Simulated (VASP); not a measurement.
Crystal: Sn.

```
Sn
1.0
     0.00000    3.32772    3.32772
     3.32772    0.00000    3.32772
     3.32772    3.32772    0.00000
Sn
2
Direct
  0.00000 0.00000 0.00000
  0.25000 0.25000 0.25000
```

- Program: VASP 6.6.1
- Task: relaxation of cell and atoms
- Functional: LDA
- Potentials or basis: VASP PAW LDA potentials, release 64 (Sn_d)
- Cutoff: 600 eV
- k mesh: 6 × 6 × 6
- Occupations: fermi-dirac, width 0.02 eV
- Spin: no spin polarisation

At the start: pressure -3.0 GPa; volume 36.85 Å³/atom.

Q: Where does the relaxation end?

A: Over 3 steps the energy falls by 29.1 meV/atom and the volume is 33.99 Å³/atom (-7.8 %); space group Fd-3m (No. 227, to 0.05 Å).

The path:
```
step  energy change (eV)  largest force (eV/Å)  pressure (GPa)  volume (Å³)
   1              0.0000                0.0000           -3.02        73.70
   2             -0.0537                0.0000            1.03        66.55
   3             -0.0583                0.0000            0.02        67.98
```

Final structure:
```
CELL_PARAMETERS angstrom
0.00000 3.23933 3.23933
3.23933 0.00000 3.23933
3.23933 3.23933 0.00000
ATOMIC_POSITIONS crystal
Sn 0.00000 0.00000 0.00000
Sn 0.25000 0.25000 0.25000
```
